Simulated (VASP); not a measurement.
# TePb (P6_3/mmc) in VASP: notebook, part 2 of 2

VASP 6.6.1. Earlier steps stand in the parts before.

### 4 Single point, PBE (volume scaled by 1.100)

INCAR

```
SYSTEM = TePb
ALGO = Normal ; EDIFF = 1E-6
ENCUT = 520 ; GGA = PE
ISIF = 2 ; ISMEAR = 0
LASPH = .TRUE. ; LCHARG = .FALSE.
LREAL = .FALSE. ; LWAVE = .FALSE.
NBANDS = 28 ; NELM = 80
PREC = Accurate ; SIGMA = 0.05
```

KPOINTS

```
k-points
0
G
  8 8 6
  0 0 0
```

POSCAR

```
TePb
1.0
    4.7440821393      0.0000000000      0.0000000000
   -2.3720410697      4.1084956503      0.0000000000
    0.0000000000      0.0000000000      8.1302084022
Pb Te
2 2
Direct
    0.0000000000      0.0000000000      0.0000000000
    0.0000000000      0.0000000000      0.5000000000
    0.3333333333      0.6666666667      0.2500000000
    0.6666666667      0.3333333333      0.7500000000
```

Potentials or basis: VASP PAW PBE potentials, release 64 (Pb_d, Te).

Command:

```
$ cat potpaw_PBE.64/Pb_d/POTCAR potpaw_PBE.64/Te/POTCAR > POTCAR
$ mpirun -np 1 vasp_std > vasp.out
```

OUTCAR:

```text
SYSTEM = TePb
   EDIFF = 1E-6
   ENCUT = 520
   GGA = PE
   ISIF = 2
   ISMEAR = 0
   LASPH = .TRUE.
   LREAL = .FALSE.
   NELM = 80
   PREC = Accurate

 ion  position               nearest neighbor table
   1  0.000  0.000  0.000-   3 3.41   4 3.41   4 3.41   3 3.41   4 3.41   3 3.41   2 4.07   2 4.07

   2  0.000  0.000  0.500-   3 3.41   4 3.41   4 3.41   3 3.41   4 3.41   3 3.41   1 4.07   1 4.07

   3  0.333  0.667  0.250-   1 3.41   2 3.41   1 3.41   2 3.41   1 3.41   2 3.41
   4  0.667  0.333  0.750-   1 3.41   2 3.41   1 3.41   2 3.41   1 3.41   2 3.41

  LATTYP: Found a hexagonal cell.
 ALAT       =     4.7440821393
 C/A-ratio  =     1.7137579332

  Lattice vectors:

 A1 = (   4.7440821393,   0.0000000000,   0.0000000000)
 A2 = (  -2.3720410697,   4.1084956503,   0.0000000000)
 A3 = (   0.0000000000,   0.0000000000,   8.1302084022)

Analysis of symmetry for initial positions (statically):
=====================================================================
 Subroutine PRICEL returns:
 Original cell was already a primitive cell.

 Routine SETGRP: Setting up the symmetry group for a
 hexagonal supercell.

 Subroutine GETGRP returns: Found 24 space group operations
 (whereof 12 operations were pure point group operations)
 out of a pool of 24 trial point group operations.

The static configuration has the point symmetry D_3d.
 The point group associated with its full space group is D_6h.

Analysis of symmetry for dynamics (positions and initial velocities):
=====================================================================
 Subroutine PRICEL returns:
 Original cell was already a primitive cell.

 Routine SETGRP: Setting up the symmetry group for a
 hexagonal supercell.

 Subroutine GETGRP returns: Found 24 space group operations
 (whereof 12 operations were pure point group operations)
 out of a pool of 24 trial point group operations.

[... 118 lines left out ...]
   EMIN   =  10.00;   EMAX   =-10.00  energy-range for DOS
   EFERMI =   0.00;   METHOD = LEGACY
   ISMEAR =     0;   SIGMA  =   0.05  broadening in eV -4-tet -1-fermi 0-gaus
   EFERMI_NEDOS =   21; number of points for ismear=-14 and -15
   IALGO  =     38    algorithm
   IMIX   =      4    mixing-type and parameters
     AMIX     =   0.40;   BMIX     =  1.00
     AMIX_MAG =   1.60;   BMIX_MAG =  1.00
  volume/ion in A,a.u.               =      39.62       267.35
  Fermi-wavevector in a.u.,A,eV,Ry     =   1.034624  1.955156 14.564316  1.070447
  Thomas-Fermi vector in A             =   2.168928
   LORBIT       =      0    0 simple, 1 ext, 2 COOP (PROOUT), +10 PAW based schemes
   GGA     = PE    functional components
   LHFCALC =     F    Hartree Fock is set to
   AEXX    =    0.0000 exact exchange contribution
   IVDW    =     0    specifies the selected vdW correction
   LEPSILON=     F    determine dielectric tensor
   LRPA    =     F    only Hartree local field effects (RPA)
 non-spin polarized calculation
 Gauss-broadening in eV      SIGMA  =   0.05
  energy-cutoff  :      520.00
  volume of cell :      158.47
 maximum number of plane-waves:      4288
 NGX is ok and might be reduce to    36
   NGX = 17   NGY = 17   NGZ = 31

 number of electron      40.0000011 magnetization

 Free energy of the ion-electron system (eV)
  ---------------------------------------------------
  ext. energy  EPLUGINS =         0.00000000
  ---------------------------------------------------
  free energy    TOTEN  =       -14.76845048 eV

  energy without entropy =      -14.76844996  energy(sigma->0) =      -14.76845022

 E-fermi :   4.2865     XC(G=0):  -8.5753

 val. band max:        4.1507446152   @ k =   0.3750   0.2500   0.0000
 cond. band min:       4.4058261775   @ k =   0.0000   0.0000   0.0000
 fundamental gap:      0.2550815623
 Fermi energy:         4.2865060659

 k-point     1 :       0.0000    0.0000    0.0000
  band No.  band energies     occupation
      1     -12.8483      2.00000
      2     -12.8326      2.00000
      3     -12.8326      2.00000
      4     -12.8269      2.00000
      5     -12.8269      2.00000
      6     -12.8213      2.00000
[... 733 lines left out ...]
     27       9.6400      0.00000
     28      10.4741      0.00000

 [... further k-points ...]
[... 5 lines left out ...]
  --------------------------------------------------------------------------------------
  -------------------------------------------------------------------------------------
  Total       -2.8674016     -2.8674016     -2.9454690      0.0000000      0.0000000      0.0000000
  in kB      -28.9909471    -28.9909471    -29.7802494      0.0000000      0.0000000      0.0000000
  external PRESSURE =     -29.2540478 kB  Pullay stress =       0.0000000 kB

 VOLUME and BASIS-vectors are now :
 -----------------------------------------------------------------------------
  energy-cutoff  :      520.00
  volume of cell :      158.47
      direct lattice vectors                 reciprocal lattice vectors
     4.744082139  0.000000000  0.000000000     0.210788930  0.121699046  0.000000000
    -2.372041070  4.108495650  0.000000000     0.000000000  0.243398091  0.000000000
     0.000000000  0.000000000  8.130208402     0.000000000  0.000000000  0.122998077

 POSITION                                       TOTAL-FORCE (eV/Angst)
 -----------------------------------------------------------------------------------
      0.00000      0.00000      0.00000         0.000000      0.000000     -0.000000
      0.00000      0.00000      4.06510        -0.000000      0.000000     -0.000000
     -0.00000      2.73900      2.03255         0.000000     -0.000000      0.000000
      2.37204      1.36950      6.09766        -0.000000      0.000000     -0.000000
 -----------------------------------------------------------------------------------
    total drift:                               -0.000000      0.000000     -0.000000

  FREE ENERGIE OF THE ION-ELECTRON SYSTEM (eV)
  ---------------------------------------------------
  free  energy   TOTEN  =       -14.7684504802 eV

  energy  without entropy=      -14.7684499562  energy(sigma->0) =      -14.76845022
```

OSZICAR:

```text
N       E                     dE             d eps       ncg     rms          rms(c)
DAV:   1     0.374022257097E+03    0.37402E+03   -0.17339E+04  2240   0.135E+03
DAV:   2     0.221556951628E+02   -0.35187E+03   -0.34286E+03  2288   0.358E+02
DAV:   3    -0.136362649553E+02   -0.35792E+02   -0.35287E+02  2928   0.132E+02
DAV:   4    -0.151320315349E+02   -0.14958E+01   -0.14929E+01  2736   0.312E+01
DAV:   5    -0.151877608825E+02   -0.55729E-01   -0.55727E-01  2908   0.581E+00    0.362E+00
DAV:   6    -0.147697295597E+02    0.41803E+00   -0.96179E-01  2948   0.498E+00    0.218E+00
DAV:   7    -0.147639469361E+02    0.57826E-02   -0.23759E-01  2696   0.177E+00    0.111E+00
DAV:   8    -0.147683028558E+02   -0.43559E-02   -0.25385E-02  2388   0.126E+00    0.282E-01
DAV:   9    -0.147684253206E+02   -0.12246E-03   -0.52939E-03  2740   0.483E-01    0.752E-02
DAV:  10    -0.147684020603E+02    0.23260E-04   -0.81479E-04  2436   0.181E-01    0.578E-02
DAV:  11    -0.147684491987E+02   -0.47138E-04   -0.19636E-04  2868   0.747E-02    0.194E-02
DAV:  12    -0.147684504964E+02   -0.12977E-05   -0.10926E-05  2404   0.270E-02    0.205E-02
DAV:  13    -0.147684504802E+02    0.16241E-07   -0.80912E-07  1404   0.595E-03
   1 F= -.14768450E+02 E0= -.14768450E+02  d E =-.523999E-06
```

stdout:

```text
POSCAR found type information on POSCAR PbTe
 POSCAR found :  2 types and       4 ions
 scaLAPACK will be used
 LDA part: xc-table for (Slater+PW92), standard interpolation
 POSCAR, INCAR and KPOINTS ok, starting setup
 FFT: planning ... GRIDC
 FFT: planning ... GRID_SOFT
 FFT: planning ... GRID
 WAVECAR not read
 entering main loop
```

It took 2.6 min on 1 thread of AMD EPYC 7R43 (Zen 3), shared host; peak memory 0.3 GiB.

What came out:

| Property | Result |
| --- | --- |
| Free energy | -14.7685 eV |
| Pressure | -2.9 GPa |
| Band gap on the k mesh | 0.26 eV, indirect (least direct gap 0.38 eV) |

Caveat: the cell differs from its parent crystal (volume scaled by 1.100); spin-orbit coupling is left out, which moves the levels of the heavy elements. A k mesh can miss the band edges.

### 5 Relaxation of shape and atoms at fixed volume, PBE (volume scaled by 0.945)

INCAR

```
PREC = Accurate ; ENCUT = 600
EDIFF = 1E-6 ; ISMEAR = 0
SIGMA = 0.05 ; LREAL = False
LASPH = True ; NELM = 60
ALGO = Normal ; ISIF = 4
LWAVE = False ; LCHARG = False
GGA = PE ; IBRION = 2
NSW = 60 ; EDIFFG = -0.01
```

KPOINTS

```
Automatic mesh
0
Gamma
  8 8 6
```

POSCAR

```
TePb
1.0
    4.4719916126      0.0000000000      0.0000000000
   -2.2359958063      3.8728583420      0.0000000000
    0.0000000000      0.0000000000      7.8603745410
Pb Te
2 2
Direct
    0.0000000000      0.0000000000      0.0000000000
    0.0000000000      0.0000000000      0.5000000000
    0.3333333333      0.6666666667      0.2500000000
    0.6666666667      0.3333333333      0.7500000000
```

Command:

```
$ cat potpaw_PBE.64/Pb_d/POTCAR potpaw_PBE.64/Te/POTCAR > POTCAR
$ mpirun -np 1 vasp_std > vasp.out
```

Wall time 4.3 min (1 thread of AMD EPYC 7R43 (Zen 3), shared host); peak memory 0.32 GiB.

It converged, with:

```
Free energy               : -14.8540 eV
Energy gained by relaxing : 0.1 meV/atom
Ionic steps               : 3
Pressure after relaxing   : 2.3 GPa
Band gap on the k mesh    : 0.09 eV, indirect (least direct gap 0.12 eV)
```

Step by step:
```
step  energy change (eV)  largest force (eV/Å)  pressure (GPa)  volume (Å³)
   1              0.0000                0.0000            2.36       136.14
   2             -0.0002                0.0000            2.35       136.14
   3             -0.0004                0.0000            2.32       136.14
```

Final structure:
```yaml
crystal:
  lattice:
    - [4.46108, 0.00000, 0.00000]
    - [-2.23054, 3.86341, 0.00000]
    - [0.00000, 0.00000, 7.89887]
  atoms:
    - { symbol: Pb, position: [0.00000, 0.00000, 0.00000] }
    - { symbol: Pb, position: [0.00000, 0.00000, 0.50000] }
    - { symbol: Te, position: [0.33333, 0.66667, 0.25000] }
    - { symbol: Te, position: [0.66667, 0.33333, 0.75000] }
```

Levels at points of the mesh, in eV from the valence-band top:
```csv
k point,band 16,band 17,band 18,band 19,band 20,band 21,band 22,band 23,band 24
"(0.00, 0.00, 0.00)",-1.75,-1.75,-1.19,-1.19,0.00,0.12,1.98,1.98,2.30
"(0.50, 0.00, 0.00)",-4.22,-3.08,-1.38,-1.37,-1.16,0.09,0.78,1.77,3.54
"(0.00, 0.00, 0.50)",-1.49,-1.47,-1.47,-1.47,-1.47,2.04,2.04,2.04,2.04
"(0.50, 0.00, 0.50)",-3.38,-2.80,-2.80,-2.47,-2.47,1.84,1.84,2.70,2.71
```

Caveat: the cell differs from its parent crystal (volume scaled by 0.945); spin-orbit coupling is left out, which moves the levels of the heavy elements.

### 6 The runs side by side

```tsv
task	cell	cutoff (eV)	gap on the mesh (eV)	pressure (GPa)
single point	a = 4.640, b = 4.640, c = 8.037 Å, angles 90.0, 90.0, 120.0°, 4 atoms	520	0.24	-1.4
single point	a = 4.693, b = 4.693, c = 8.083 Å, angles 90.0, 90.0, 120.0°, 4 atoms	520	0.25	-2.2
single point	a = 4.744, b = 4.744, c = 8.130 Å, angles 90.0, 90.0, 120.0°, 4 atoms	520	0.26	-2.9
relaxation of shape and atoms at fixed volume	relaxed from a = 4.472, b = 4.472, c = 7.860 Å, angles 90.0, 90.0, 120.0°, 4 atoms	600	0.09	2.3
```

Alike in all rows: level PBE; potentials or basis VASP PAW PBE potentials, release 64 (Pb_d, Te); no spin polarisation; k mesh 8 × 8 × 6; smearing gaussian 0.05 eV.

Caveats: spin-orbit coupling is left out, which moves the levels of the heavy elements.

Absolute energies hang on the potentials; compare differences alone.
